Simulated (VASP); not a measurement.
Input of a VASP 6.6.1 run:

File INCAR:

```
SYSTEM = ZnSe
PREC = Accurate ; ENCUT = 520
EDIFF = 1E-6 ; ISMEAR = 0
SIGMA = 0.05 ; LREAL = .False.
LASPH = .True. ; NELM = 100
ALGO = Normal ; ISIF = 2
LWAVE = .False. ; LCHARG = .False.
GGA = PS ; NBANDS = 26
```

Contents of KPOINTS:

```
Automatic mesh
0
Gamma
  8 8 6
  0 0 0
```

Contents of POSCAR:

```
ZnSe
1.0
    3.8287309347      0.0000000000      0.0000000000
    0.0000000000      3.8287309347      0.0000000000
    0.0000000000      0.0000000000      5.2575926485
Zn Se
2 2
Direct
    0.0000000000      0.0000000000      0.0000000000
    0.5000000000      0.5000000000      0.0000000000
    0.0000000000      0.5000000000      0.3043429689
    0.5000000000      0.0000000000      0.6956570311
```

Potentials or basis: VASP PAW PBE potentials, release 64 (Zn, Se).

Run with:

```sh
$ cat potpaw_PBE.64/Zn/POTCAR potpaw_PBE.64/Se/POTCAR > POTCAR
$ mpirun -np 1 vasp_std > vasp.out
```

Estimate the pressure.

4.4 GPa.

Estimate the band gap on the k mesh.

1.23 eV.

Stress tensor (GPa, compression positive):
```
6.32 0.00 0.00
0.00 6.32 0.00
0.00 0.00 0.51
```

Caveat: the cell differs from its parent crystal (atoms shifted along a free coordinate); the cell stands under pressure; the PAW data sets were made with another functional, which shifts forces and pressure a little. A k mesh can miss the band edges.
